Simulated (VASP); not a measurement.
**Au: single point with PBEsol**

Au:

```
Au
1.0
    -1.62107    1.62107    1.62107
     1.62107   -1.62107    1.62107
     3.24215    3.24215    0.00000
Au
2
Cartesian
  0.0000 0.0000 -0.2625
  1.6211 1.6211 1.8836
```

This cell differs from its parent crystal: mode 5 (92.8 1/cm) frozen in, largest displacement +0.263 Å.

| Quantity | Value |
| --- | --- |
| Program | VASP 6.6.1 |
| Task | single point |
| Functional | PBEsol |
| Potentials or basis | VASP PAW PBE potentials, release 64 (Au) |
| Cutoff | 520 eV |
| k mesh | 22 × 22 × 14 |
| Occupations | gaussian, width 0.15 eV |
| Spin | no spin polarisation |
| Dipole correction | no |
| Further INCAR settings | ALGO = Fast; EDIFF = 1e-06; NBANDS = 18 |

The pressure is 9.3 GPa. The largest force is 1.582 eV/Å and the band gap on the k mesh is zero (band 11 reaches 13.10 eV, above the bottom of band 12 at 6.94 eV).

Forces in eV/Å, atoms in the order of the input:
```
Au   0.000  0.000  1.582
Au   0.000  0.000 -1.582
```

Stress tensor (GPa, compression positive):
```
12.47 13.53  0.00
13.53 12.47  0.00
 0.00  0.00  2.91
```

Levels at points of the mesh, in eV from the Fermi level:
```
           k point  band 8  band 9  band 10  band 11  band 12  band 13  band 14  band 15
(0.00, 0.00, 0.00)   -3.09   -3.04    -2.50    -2.17    -0.60     3.93    13.43    15.45
(0.50, 0.00, 0.00)   -2.69   -2.62    -2.28    -0.01     1.05     5.59     7.24     8.01
(0.50, 0.50, 0.00)   -1.68   -1.46    -1.40    -0.65     3.48     6.31     6.38     7.85
(0.00, 0.00, 0.50)   -3.30   -2.70    -2.70    -2.32    -2.32    12.13    12.13    13.95
(0.50, 0.00, 0.50)   -2.64   -1.76    -1.76     0.06     0.06     3.29     3.29    12.85
(0.50, 0.50, 0.50)   -2.15   -1.52    -1.52     3.47     3.47     3.89     3.89     8.60
```

It took 3.9 min on 1 thread of Intel(R) Xeon(R) Platinum 8488C (Sapphire Rapids), with other jobs on the host, peak memory 0.6 GiB.

Caveat: the cell differs from its parent crystal (mode 5 (92.8 1/cm) frozen in, largest displacement +0.263 Å); the PAW data sets were made with another functional, which shifts forces and pressure a little; spin-orbit coupling is left out, which moves the levels of the heavy elements.
